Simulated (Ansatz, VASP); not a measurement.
CuO: VASP beside Ansatz

The input INCAR:

```
SYSTEM = CuO
ALGO = Normal ; EDIFF = 1E-6
ENCUT = 520 ; GGA = PE
ISIF = 2 ; ISMEAR = -1
LASPH = .TRUE. ; LCHARG = .FALSE.
LDAU = .TRUE. ; LDAUJ = 0 0
LDAUL = 2 -1 ; LDAUPRINT = 1
LDAUTYPE = 2 ; LDAUU = 5.3 0
LMAXMIX = 4 ; LREAL = .FALSE.
LWAVE = .FALSE. ; NBANDS = 34
NELM = 150 ; PREC = Accurate
SIGMA = 0.05
```

Contents of KPOINTS:

```
k-points
0
G
  7 7 7
  0 0 0
```

Contents of POSCAR:

```
CuO
1.0
    4.1609370000      0.0000000000      0.0000000000
    0.0000000000      4.1609370000      0.0000000000
    0.0000000000      0.0000000000      3.8876430000
Cu O
3 3
Direct
    0.5000000000      0.0000000000      0.5000000000
    0.0000000000      0.5000000000      0.5000000000
    0.0000000000      0.0000000000      0.0000000000
    0.0000000000      0.0000000000      0.5000000000
    0.5000000000      0.0000000000      0.0000000000
    0.0000000000      0.5000000000      0.0000000000
```

The input input.yaml:

```yaml
crystal:
  lattice:
    - [4.160937, 0.0, 0.0]
    - [0.0, 4.160937, 0.0]
    - [0.0, 0.0, 3.887643]
  atoms:
    - { symbol: Cu, position: [0.5, 0.0, 0.5] }
    - { symbol: Cu, position: [0.0, 0.5, 0.5] }
    - { symbol: Cu, position: [0.0, 0.0, 0.0] }
    - { symbol: O, position: [0.0, 0.0, 0.5] }
    - { symbol: O, position: [0.5, 0.0, 0.0] }
    - { symbol: O, position: [0.0, 0.5, 0.0] }
hamiltonian:
  xc: pbe
  pseudopotentials: { kind: paw }
  hubbard: { sites: [{ species: Cu, l: d, u_eff: 5.3 }] }
kpoints:
  mp_grid: { grid: [7, 7, 7] }
  band_path:
    path:
      - [[0.0, 0.0, 0.0], [0.0, 0.5, 0.0], [0.5, 0.5, 0.0], [0.0, 0.0, 0.0], [0.0, 0.0, 0.5], [0.0, 0.5, 0.5], [0.5, 0.5, 0.5], [0.0, 0.0, 0.5]]
      - [[0.0, 0.5, 0.0], [0.0, 0.5, 0.5]]
      - [[0.5, 0.5, 0.0], [0.5, 0.5, 0.5]]
    npoints: 14
scf:
  occupations: { method: fermi_dirac, width: 0.05 }
  n_extra_bands: 15
output:
  forces: true
  stress: true
  eigenvalues: true
  fatbands: false
  write_density: true
  write_potential: true
  elf: true
  volumetric_format: npy
```

Alike in both runs: functional PBE; k mesh 7 × 7 × 7; occupations fermi-dirac, width 0.05 eV; no spin polarisation; Hubbard terms Cu d U = 5.3 eV.

```csv
,VASP,Ansatz
version,VASP 6.6.1,Ansatz 0.2.0
potentials or method,"VASP PAW PBE potentials, release 64 (Cu, O)",Ansatz PAW
plane-wave cutoff (eV),520,420
valence electrons in the cell,51,75
task,single point,band structure
```

Ansatz gave:

| Property | Result |
| --- | --- |
| gap on the k mesh at the Fermi level (eV) | none |
| pressure (GPa) | 4.9 |
| traceless stress, the component that is largest in VASP (GPa) | 2.23 |

Problem. Which values does VASP return?

Solution. gap on the k mesh at the Fermi level (eV): none; pressure (GPa): -0.7; traceless stress, the component that is largest in VASP (GPa): -1.56.

The programs project onto different local orbitals, so the same U acts differently, and such runs can settle in different states. A gap of «none» marks a metal or a gap that the smearing closes. VASP's potentials hold 51 valence electrons a cell and Ansatz's 75, so a difference there can come from the potentials and not from the codes.
